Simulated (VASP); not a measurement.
# Bi (P6_3/mmc) in VASP: a series of runs

The runs below take Bi through single point, with PBE.

Everything below comes from runs of VASP 6.6.1. Logs are shortened: lines on timing, memory, paths and dates and some standing lists are left out, and cuts for length are marked.

### 1 The cell of the first run

The structure is hexagonal, space group P6_3/mmc (No. 194). The conventional cell has a = 4.539 Å, b = 4.539 Å, c = 11.829 Å, α = 90.00°, β = 90.00°, γ = 120.00°.

This isn't the form of Bi at room conditions, which is rhombohedral.

### 2 Single point, PBE

Contents of INCAR:

```
PREC     = Accurate       # precision mode
ENCUT    = 520            # plane-wave cutoff, eV
EDIFF    = 1E-6           # SCF threshold, eV
ISMEAR   = -1             # smearing method
SIGMA    = 0.03           # smearing width, eV
LREAL    = False          # projectors in reciprocal space
LASPH    = True           # aspherical terms in the spheres
NELM     = 100            # most SCF steps
ALGO     = Normal         # electronic algorithm
ISIF     = 2              # what is computed and relaxed
LWAVE    = False          # write WAVECAR
LCHARG   = True           # write CHGCAR
GGA      = PE             # functional
LELF     = True           # ELF
LVHAR    = True         
NBANDS   = 22             # bands
```

Contents of KPOINTS:

```
Automatic mesh
0
Gamma
  9 9 3
```

Contents of POSCAR:

```
Bi
1.0
    4.5390002997      0.0000000000      0.0000000000
   -2.2695001499      3.9308895674      0.0000000000
    0.0000000000      0.0000000000     11.8290000000
Bi
2
Direct
    0.3333333333      0.6666666667      0.2500000000
    0.6666666667      0.3333333333      0.7500000000
```

Potentials or basis: VASP PAW PBE potentials, release 64 (Bi_d).

On the command line:

```bash
> cat potpaw_PBE.64/Bi_d/POTCAR > POTCAR
> mpirun -np 1 vasp_std > vasp.out
```

OUTCAR:

```text
PREC = Accurate
   ENCUT = 520
   EDIFF = 1E-6
   ISMEAR = -1
   LREAL = False
   LASPH = True
   NELM = 100
   ISIF = 2
   GGA = PE

 ion  position               nearest neighbor table
   1  0.333  0.667  0.250-
   2  0.667  0.333  0.750-

  LATTYP: Found a hexagonal cell.
 ALAT       =     4.5390002997
 C/A-ratio  =     2.6060804624

  Lattice vectors:

 A1 = (   4.5390002997,   0.0000000000,   0.0000000000)
 A2 = (  -2.2695001499,   3.9308895674,   0.0000000000)
 A3 = (   0.0000000000,   0.0000000000,  11.8290000000)

Analysis of symmetry for initial positions (statically):
=====================================================================
 Subroutine PRICEL returns:
 Original cell was already a primitive cell.

 Routine SETGRP: Setting up the symmetry group for a
 hexagonal supercell.

 Subroutine GETGRP returns: Found 24 space group operations
 (whereof 12 operations were pure point group operations)
 out of a pool of 24 trial point group operations.

The static configuration has the point symmetry D_3d.
 The point group associated with its full space group is D_6h.

Analysis of symmetry for dynamics (positions and initial velocities):
=====================================================================
 Subroutine PRICEL returns:
 Original cell was already a primitive cell.

 Routine SETGRP: Setting up the symmetry group for a
 hexagonal supercell.

 Subroutine GETGRP returns: Found 24 space group operations
 (whereof 12 operations were pure point group operations)
 out of a pool of 24 trial point group operations.

The dynamic configuration has the point symmetry D_3d.
 The point group associated with its full space group is D_6h.

 Subroutine INISYM returns: Found 24 space group operations
 (whereof 12 operations are pure point group operations),
 and found     1 'primitive' translations

----------------------------------------------------------------------------------------

                                     Primitive cell

  volume of cell :     211.0567

  direct lattice vectors                    reciprocal lattice vectors
     4.539000300  0.000000000  0.000000000     0.220312830  0.127197672  0.000000000
    -2.269500150  3.930889567  0.000000000     0.000000000  0.254395343  0.000000000
     0.000000000  0.000000000 11.829000000     0.000000000  0.000000000  0.084538000

  length of vectors
     4.539000300  4.539000300 11.829000000     0.254395343  0.254395343  0.084538000

  position of ions in fractional coordinates (direct lattice)
     0.333333333  0.666666667  0.250000000
     0.666666667  0.333333333  0.750000000

  ion indices of the primitive-cell ions
   primitive index   ion index
                 1           1
                 2           2

----------------------------------------------------------------------------------------

 KPOINTS: Automatic mesh

Automatic generation of k-mesh.
 Grid dimensions read from file:
 generate k-points for:    9    9    3

 Generating k-lattice:

  Cartesian coordinates                     Fractional coordinates (reciprocal lattice)
     0.024479203  0.014133075  0.000000000     0.111111111 -0.000000000  0.000000000
     0.000000000  0.028266149  0.000000000     0.000000000  0.111111111  0.000000000
     0.000000000  0.000000000  0.028179333     0.000000000  0.000000000  0.333333333

  Length of vectors
     0.028266149  0.028266149  0.028179333

  Shift w.r.t. Gamma in fractional coordinates (k-lattice)
     0.000000000  0.000000000  0.000000000

 Subroutine IBZKPT returns following result:
 ===========================================

 Found     24 irreducible k-points:

 Following reciprocal coordinates:
            Coordinates               Weight
  0.000000  0.000000  0.000000      1.000000
  0.111111  0.000000  0.000000      6.000000
  0.222222  0.000000  0.000000      6.000000
  0.333333  0.000000  0.000000      6.000000
  0.444444  0.000000  0.000000      6.000000
  0.111111  0.111111  0.000000      6.000000
[... 16 lines left out ...]
  0.333333  0.222222  0.333333     24.000000
  0.333333  0.333333  0.333333      4.000000
   k-points           NKPTS =     24   k-points in BZ     NKDIM =     24   number of bands    NBANDS=     22
   number of dos      NEDOS =    301   number of ions     NIONS =      2
   total plane-waves  NPLWV = 116640
   dimension x,y,z NGX =    36 NGY =   36 NGZ =   90
   dimension x,y,z NGXF=    72 NGYF=   72 NGZF=  180
   ions per type =               2
   NGX,Y,Z   is equivalent  to a cutoff of  13.19, 13.19, 12.65 a.u.
   NGXF,Y,Z  is equivalent  to a cutoff of  26.37, 26.37, 25.30 a.u.
 SYSTEM =  unknown system
   PREC   = accura    normal or accurate (medium, high low for compatibility)
   ISTART =      0    job   : 0-new  1-cont  2-samecut
   ICHARG =      2    charge: 1-file 2-atom 10-const
   ISPIN  =      1    spin polarized calculation?
   LNONCOLLINEAR =      F non collinear calculations
   LSORBIT =      F    spin-orbit coupling
   LASPH  =      T    aspherical Exc in radial PAW
   ENCUT  =  520.0 eV  38.22 Ry    6.18 a.u.   8.44  8.44 21.99*2*pi/ulx,y,z
   NELM   =    100;   NELMIN=  2; NELMDL= -5     # of ELM steps
   EDIFF  = 0.1E-05   stopping-criterion for ELM
   LREAL  =      F    real-space projection
   EDIFFG = 0.1E-04   stopping-criterion for IOM
   NSW    =      0    number of steps for IOM
   IBRION =     -1    ionic relax: 0-MD 1-quasi-New 2-CG
   NFREE  =      0    steps in history (QN), initial steepest desc. (CG)
   ISIF   =      2    stress and relaxation
   ISYM   =      2    0-nonsym 1-usesym 2-fastsym
   POTIM  = 0.5000    time-step for ionic-motion
   TEBEG  =    0.0;   TEEND  =   0.0 temperature during run
   PSTRESS=    0.0 pullay stress
   NELECT =      30.0000    total number of electrons
   NUPDOWN=      -1.0000    fix difference up-down
   EMIN   =  10.00;   EMAX   =-10.00  energy-range for DOS
   EFERMI =   0.00;   METHOD = LEGACY
   ISMEAR =    -1;   SIGMA  =   0.03  broadening in eV -4-tet -1-fermi 0-gaus
   EFERMI_NEDOS =   21; number of points for ismear=-14 and -15
   IALGO  =     38    algorithm
   IMIX   =      4    mixing-type and parameters
     AMIX     =   0.40;   BMIX     =  1.00
     AMIX_MAG =   1.60;   BMIX_MAG =  1.00
  volume/ion in A,a.u.               =     105.53       712.14
  Fermi-wavevector in a.u.,A,eV,Ry     =   0.854376  1.614536  9.931679  0.729958
  Thomas-Fermi vector in A             =   1.970962
   LORBIT       =      0    0 simple, 1 ext, 2 COOP (PROOUT), +10 PAW based schemes
   GGA     = PE    functional components
   LHFCALC =     F    Hartree Fock is set to
   AEXX    =    0.0000 exact exchange contribution
   IVDW    =     0    specifies the selected vdW correction
   LEPSILON=     F    determine dielectric tensor
   LRPA    =     F    only Hartree local field effects (RPA)
 non-spin polarized calculation
  energy-cutoff  :      520.00
  volume of cell :      211.06
 maximum number of plane-waves:      5785
 NGX is ok and might be reduce to    36
   NGX = 17   NGY = 17   NGZ = 43

 number of electron      29.9999990 magnetization

 Free energy of the ion-electron system (eV)
  ---------------------------------------------------
  ext. energy  EPLUGINS =         0.00000000
  ---------------------------------------------------
  free energy    TOTEN  =        -3.22129085 eV

  energy without entropy =       -3.19913237  energy(sigma->0) =       -3.21021161

 E-fermi :  -1.0510     XC(G=0):  -5.3151

 val. band max:       -1.0511911603   @ k =   0.3333   0.1111   0.3333
 cond. band min:      -1.0506473305   @ k =   0.3333   0.0000   0.3333
 fundamental gap:      0.0005438298
 Fermi energy:        -1.0509791615

 k-point     1 :       0.0000    0.0000    0.0000
  band No.  band energies     occupation
      1     -23.8738      2.00000
      2     -23.8738      2.00000
      3     -23.8692      2.00000
      4     -23.8692      2.00000
      5     -23.8691      2.00000
      6     -23.8691      2.00000
[... 14 lines left out ...]
     21       4.6478      0.00000
     22       4.8521      0.00000

 k-point     2 :       0.1111    0.0000    0.0000
  band No.  band energies     occupation
      1     -23.8734      2.00000
      2     -23.8734      2.00000
      3     -23.8694      2.00000
      4     -23.8694      2.00000
      5     -23.8692      2.00000
      6     -23.8692      2.00000
[... 14 lines left out ...]
     21       4.8063      0.00000
     22       5.0626      0.00000

 k-point     3 :       0.2222    0.0000    0.0000
  band No.  band energies     occupation
      1     -23.8725      2.00000
      2     -23.8724      2.00000
      3     -23.8701      2.00000
      4     -23.8701      2.00000
      5     -23.8694      2.00000
      6     -23.8694      2.00000
[... 14 lines left out ...]
     21       4.7343      0.00000
     22       5.3043      0.00000

 k-point     4 :       0.3333    0.0000    0.0000
  band No.  band energies     occupation
      1     -23.8717      2.00000
      2     -23.8717      2.00000
      3     -23.8709      2.00000
      4     -23.8709      2.00000
      5     -23.8696      2.00000
      6     -23.8696      2.00000
[... 14 lines left out ...]
     21       4.4680      0.00000
     22       4.9779      0.00000

 k-point     5 :       0.4444    0.0000    0.0000
  band No.  band energies     occupation
      1     -23.8715      2.00000
      2     -23.8714      2.00000
      3     -23.8714      2.00000
      4     -23.8714      2.00000
      5     -23.8697      2.00000
      6     -23.8697      2.00000
[... 14 lines left out ...]
     21       4.1925      0.00000
     22       4.5454      0.00000

 k-point     6 :       0.1111    0.1111    0.0000
  band No.  band energies     occupation
      1     -23.8727      2.00000
      2     -23.8727      2.00000
      3     -23.8699      2.00000
      4     -23.8699      2.00000
      5     -23.8694      2.00000
      6     -23.8694      2.00000
[... 14 lines left out ...]
     21       4.8861      0.00000
     22       5.6916      0.00000

 k-point     7 :       0.2222    0.1111    0.0000
  band No.  band energies     occupation
      1     -23.8717      2.00000
      2     -23.8717      2.00000
      3     -23.8706      2.00000
      4     -23.8706      2.00000
      5     -23.8696      2.00000
      6     -23.8696      2.00000
[... 324 lines left out ...]
      6     -23.8698      2.00000
[... 14 lines left out ...]
     21       4.8131      0.00000
     22       5.0179      0.00000

 k-point    21 :       0.4444    0.1111    0.3333
  band No.  band energies     occupation
      1     -23.8714      2.00000
      2     -23.8714      2.00000
      3     -23.8709      2.00000
      4     -23.8709      2.00000
      5     -23.8699      2.00000
      6     -23.8699      2.00000
[... 14 lines left out ...]
     21       4.6705      0.00000
     22       4.8835      0.00000

 k-point    22 :       0.2222    0.2222    0.3333
  band No.  band energies     occupation
      1     -23.8710      2.00000
      2     -23.8710      2.00000
      3     -23.8707      2.00000
      4     -23.8707      2.00000
      5     -23.8700      2.00000
      6     -23.8700      2.00000
[... 14 lines left out ...]
     21       5.4283      0.00000
     22       5.7526      0.00000

 k-point    23 :       0.3333    0.2222    0.3333
  band No.  band energies     occupation
      1     -23.8712      2.00000
      2     -23.8712      2.00000
      3     -23.8703      2.00000
      4     -23.8703      2.00000
      5     -23.8701      2.00000
      6     -23.8701      2.00000
[... 14 lines left out ...]
     21       5.1025      0.00000
     22       5.5351      0.00000

 k-point    24 :       0.3333    0.3333    0.3333
  band No.  band energies     occupation
      1     -23.8708      2.00000
      2     -23.8708      2.00000
      3     -23.8708      2.00000
      4     -23.8708      2.00000
      5     -23.8696      2.00000
      6     -23.8696      2.00000
[... 14 lines left out ...]
     21       4.5251      0.00000
     22       5.0459      0.00000

------------------------ aborting loop because EDIFF is reached ----------------------------------------

  FORCE on cell =-STRESS in cart. coord.  units (eV):
  Direction    XX          YY          ZZ          XY          YZ          ZX
  --------------------------------------------------------------------------------------
  -------------------------------------------------------------------------------------
  Total       -6.2809417     -6.2809417     -0.4520362      0.0000000      0.0000000      0.0000000
  in kB      -47.6800010    -47.6800010     -3.4315059      0.0000000      0.0000000      0.0000000
  external PRESSURE =     -32.9305026 kB  Pullay stress =       0.0000000 kB

 VOLUME and BASIS-vectors are now :
 -----------------------------------------------------------------------------
  energy-cutoff  :      520.00
  volume of cell :      211.06
      direct lattice vectors                 reciprocal lattice vectors
     4.539000300  0.000000000  0.000000000     0.220312830  0.127197672  0.000000000
    -2.269500150  3.930889567  0.000000000     0.000000000  0.254395343  0.000000000
     0.000000000  0.000000000 11.829000000     0.000000000  0.000000000  0.084538000

 POSITION                                       TOTAL-FORCE (eV/Angst)
 -----------------------------------------------------------------------------------
     -0.00000      2.62059      2.95725         0.000000      0.000000      0.000000
      2.26950      1.31030      8.87175        -0.000000      0.000000      0.000000
 -----------------------------------------------------------------------------------
    total drift:                                0.000000     -0.000000      0.000000

  FREE ENERGIE OF THE ION-ELECTRON SYSTEM (eV)
  ---------------------------------------------------
  free  energy   TOTEN  =        -3.2212908492 eV

  energy  without entropy=       -3.1991323717  energy(sigma->0) =       -3.21021161
```

Wall time 56 s (1 thread of Intel Xeon Platinum 8488C (Sapphire Rapids), shared host); peak memory 0.36 GiB.

What came out:

```yaml
Free_energy: -3.2213 eV
Pressure: -3.3 GPa
Band_gap_on_the_k_mesh: zero (bands 15 and 16 overlap by 2.13 eV)
```

Caveat: the cell stands under tension; spin-orbit coupling is left out, which moves the levels of the heavy elements.

### 3 Single point, PBE

Contents of INCAR:

```
SYSTEM = Bi
PREC     = Accurate       ! precision mode
ENCUT    = 520            ! plane-wave cutoff, eV
EDIFF    = 1E-6           ! SCF threshold, eV
ISMEAR   = -1             ! smearing method
SIGMA    = 0.03           ! smearing width, eV
LREAL    = .False.        ! projectors in reciprocal space
LASPH    = .True.         ! aspherical terms in the spheres
NELM     = 100            ! most SCF steps
ALGO     = Normal         ! electronic algorithm
ISIF     = 2              ! what is computed and relaxed
LWAVE    = .False.        ! write WAVECAR
LCHARG   = .False.        ! write CHGCAR
GGA      = PE             ! functional
NBANDS   = 22             ! bands
```

Contents of KPOINTS:

```
regular mesh
0
Gamma
  9 9 3
  0 0 0
```

POSCAR is that of step 2.

Potentials or basis: VASP PAW PBE potentials, release 64 (Bi_d).

On the command line:

```bash
> cat potpaw_PBE.64/Bi_d/POTCAR > POTCAR
> mpirun -np 1 vasp_std > vasp.out
```

Run time: 54 s. Hardware: 1 thread of Intel Xeon Platinum 8488C (Sapphire Rapids), shared host; peak memory 0.36 GiB.

Results (log left out):

| Item | Value |
| --- | --- |
| Free energy | -3.2213 eV |
| Pressure | -3.3 GPa |
| Band gap on the k mesh | zero (bands 15 and 16 overlap by 2.13 eV) |

Stress tensor (GPa, compression positive):
```
-4.77  0.00  0.00
 0.00 -4.77  0.00
 0.00  0.00 -0.34
```

Levels at points of the mesh, in eV from the Fermi level:
```csv
k point,band 11,band 12,band 13,band 14,band 15,band 16,band 17,band 18,band 19,band 20
"(0.00, 0.00, 0.00)",-10.31,-10.29,-0.84,-0.34,1.43,1.43,1.44,1.44,3.04,4.56
```

Caveat: the cell stands under tension; spin-orbit coupling is left out, which moves the levels of the heavy elements.

(Part 1 of 2 ends here.)
